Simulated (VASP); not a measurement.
Set up this calculation in VASP 6.6.1, as the native input.

```
Task                   : single point
Functional             : PBE
Potentials or basis    : VASP PAW PBE potentials, release 64 (Mn_pv, S)
Cutoff                 : 520 eV
k mesh                 : 6 × 6 × 6
Occupations            : gaussian, width 0.05 eV
Spin                   : collinear spin, ferromagnetic start
Starting moments       : [4.75, 0.08] μB
Hubbard terms          : Mn d U = 3.0 eV
Dipole correction      : no
Further INCAR settings : ALGO = Normal; EDIFF = 1e-06; NBANDS = 20
```

The structure of MnS lies in POSCAR:

```
MnS
1.0
    0.0000000000      2.8000000000      2.8000000000
    2.8000000000      0.0000000000      2.8000000000
    2.8000000000      2.8000000000      0.0000000000
Mn S
1 1
Direct
    0.0000000000      0.0000000000      0.0000000000
    0.7500000000      0.7500000000      0.7500000000
```

The input as run:

INCAR

```
SYSTEM = MnS
ALGO = Normal
EDIFF = 1E-6
ENCUT = 520
GGA = PE
ISIF = 2
ISMEAR = 0
ISPIN = 2
LASPH = .TRUE.
LCHARG = .TRUE.
LDAU = .TRUE.
LDAUJ = 0 0
LDAUL = 2 -1
LDAUPRINT = 1
LDAUTYPE = 2
LDAUU = 3 0
LELF = .TRUE.
LMAXMIX = 4
LORBIT = 11
LREAL = .FALSE.
LVHAR = .TRUE.
LWAVE = .FALSE.
MAGMOM = 4.75 0.08
NBANDS = 20
NELM = 150
PREC = Accurate
SIGMA = 0.05
```

KPOINTS

```
k-points
0
G
  6 6 6
  0 0 0
```

Potentials or basis: VASP PAW PBE potentials, release 64 (Mn_pv, S).

The run is started by

```bash
$ cat potpaw_PBE.64/Mn_pv/POTCAR potpaw_PBE.64/S/POTCAR > POTCAR
$ mpirun -np 1 vasp_std > vasp.out
```

It gave:

```
Pressure                                              : 4.5 GPa
Band gap on the k mesh                                : 0.85 eV (least direct gap 1.21 eV)
Net moment                                            : 5.00 μB per cell
Site moments                                          : Mn +4.53; S +0.04 μB
Valence electrons inside the program's atomic spheres : Mn 11.36; S 3.80
```

Caveat: the cell stands under pressure; a cell with one magnetic atom can't hold antiferromagnetic order, which such compounds often take.

It took 20 s on 1 thread of Intel(R) Xeon(R) Platinum 8488C (Sapphire Rapids), with other jobs on the host, peak memory 0.19 GiB.
